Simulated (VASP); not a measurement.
Crystal: As.

```
CELL_PARAMETERS angstrom
5.72250 0.00000 0.00000
0.00000 5.72250 0.00000
0.00000 0.00000 5.72250
ATOMIC_POSITIONS crystal
As 0.00000 0.00000 0.00000
As 0.50000 0.00000 0.50000
As 0.50000 0.50000 0.00000
As 0.00000 0.50000 0.50000
As 0.61901 0.88099 0.11901
As 0.88099 0.11901 0.61901
As 0.11901 0.61901 0.88099
As 0.38099 0.38099 0.38099
As 0.61901 0.61901 0.61901
As 0.88099 0.38099 0.11901
As 0.11901 0.88099 0.38099
As 0.38099 0.11901 0.88099
```

| Property | Result |
| --- | --- |
| Program | VASP 6.6.1 |
| Task | relaxation of cell and atoms |
| Functional | PBE |
| Potentials or basis | VASP PAW PBE potentials, release 64 (As) |
| Cutoff | 600 eV |
| k mesh | 4 × 4 × 4 |
| Occupations | gaussian, width 0.1 eV |
| Spin | no spin polarisation |

At the start: pressure 49.0 GPa; volume 15.62 Å³/atom.

Question: Where does the relaxation end?

Answer: Over 8 steps the energy falls by 782.6 meV/atom and the volume is 22.61 Å³/atom (+44.8 %); space group Pa-3 (No. 205, to 0.05 Å).

Step by step:
```
step  energy change (eV)  largest force (eV/Å)  pressure (GPa)  volume (Å³)
   1              0.0000                0.4852           48.99       187.39
   2             -5.4486                1.2096          -10.43       349.04
   3             -8.8730                1.0503           -0.39       266.31
   4             -8.8727                1.0433            0.06       264.55
   5             -9.1963                0.6956            0.28       265.49
   6             -9.3767                0.0282            1.09       266.74
   7             -9.3879                0.0225           -0.52       273.60
   8             -9.3915                0.0057            0.00       271.29
```

Final structure:
```
As
1.0
     6.47362    0.00000    0.00000
     0.00000    6.47362    0.00000
     0.00000    0.00000    6.47362
As
12
Direct
  0.00000 0.00000 0.00000
  0.50000 0.00000 0.50000
  0.50000 0.50000 0.00000
  0.00000 0.50000 0.50000
  0.60771 0.89229 0.10771
  0.89229 0.10771 0.60771
  0.10771 0.60771 0.89229
  0.39229 0.39229 0.39229
  0.60771 0.60771 0.60771
  0.89229 0.39229 0.10771
  0.10771 0.89229 0.39229
  0.39229 0.10771 0.89229
```

Caveat: the volume moved by over 15 % at a fixed basis, so the end points are rough.
